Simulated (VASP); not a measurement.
Wanted: the native input for a VASP 6.6.1 run.

- Task: single point
- Functional: PBE
- Potentials or basis: VASP PAW PBE potentials, release 64 (In_d, O)
- Cutoff: 520 eV
- k mesh: 6 × 6 × 6
- Occupations: gaussian, width 0.01 eV
- Spin: no spin polarisation
- Dipole correction: no
- Further INCAR settings: ALGO = Normal; EDIFF = 1e-07; NBANDS = 55

The structure of In2O3 lies in POSCAR:

```
In2O3
1.0
    2.7877169063      1.6094891063      4.9191180687
   -2.7877169063      1.6094891063      4.9191180687
    0.0000000000     -3.2189782126      4.9191180687
In O
4 6
Direct
    0.3572098617      0.3572098617      0.3572098617
    0.1427901383      0.1427901383      0.1427901383
    0.6427901383      0.6427901383      0.6427901383
    0.8572098617      0.8572098617      0.8572098617
    0.5465483981      0.9534516019      0.2500000000
    0.2500000000      0.5465483981      0.9534516019
    0.9534516019      0.2500000000      0.5465483981
    0.4534516019      0.0465483981      0.7500000000
    0.7500000000      0.4534516019      0.0465483981
    0.0465483981      0.7500000000      0.4534516019
```

One way to write it, as run:

INCAR

```
PREC = Accurate
ENCUT = 520
EDIFF = 1E-7
ISMEAR = 0
SIGMA = 0.01
LREAL = False
LASPH = True
NELM = 100
ALGO = Normal
ISIF = 2
LWAVE = False
LCHARG = True
GGA = PE
LELF = True
LVHAR = True
NBANDS = 55
```

KPOINTS

```
regular mesh
0
Gamma
  6 6 6
```

Potentials or basis: VASP PAW PBE potentials, release 64 (In_d, O).

Command:

```bash
$ cat potpaw_PBE.64/In_d/POTCAR potpaw_PBE.64/O/POTCAR > POTCAR
$ mpirun -np 1 vasp_std > vasp.out
```

Results of the run:

The pressure is 0.4 GPa. The largest force is 0.013 eV/Å. The band gap on the k mesh is 0.96 eV, indirect (least direct gap 1.04 eV).

Caveat: spin-orbit coupling is left out, which moves the levels of the heavy elements.

Wall time 3.3 min on 1 thread of Intel(R) Xeon(R) 6975P-C (Granite Rapids), on a shared host, peak memory 0.4 GiB.
